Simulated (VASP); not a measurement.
AgCl: single point with PBE

Crystal: AgCl.

```xyz
2
Lattice="0.0000 2.7732 2.7732 2.7732 0.0000 2.7732 2.7732 2.7732 0.0000" Properties=species:S:1:pos:R:3 pbc="T T T"
Ag    0.0000    0.0000    0.0000
Cl    2.7732    2.7732    2.7732
```

| Quantity | Value |
| --- | --- |
| Program | VASP 6.6.1 |
| Task | single point |
| Functional | PBE |
| Potentials or basis | VASP PAW PBE potentials, release 64 (Ag, Cl) |
| Cutoff | 500 eV |
| k mesh | 8 × 8 × 8 |
| Occupations | gaussian, width 0.01 eV |
| Spin | no spin polarisation |

```json
{
  "Pressure": "1.5 GPa",
  "Band gap on the k mesh": "0.91 eV (least direct gap 3.18 eV)"
}
```

Levels at points of the mesh, in eV from the valence-band top:
```tsv
k point	band 6	band 7	band 8	band 9	band 10	band 11	band 12	band 13
(0.00, 0.00, 0.00)	-2.40	-2.32	-2.32	-2.32	0.91	10.85	10.85	10.85
(0.50, 0.00, 0.00)	-2.07	-1.76	0.00	0.00	4.24	6.53	7.67	7.67
(0.50, 0.50, 0.00)	-2.21	-1.95	-1.95	-1.87	2.38	8.03	8.63	11.51
```

Run time: 16 s on 1 thread of Intel(R) Xeon(R) Platinum 8488C (Sapphire Rapids), with other jobs on the host, peak memory 0.17 GiB.

A k mesh can miss the band edges.
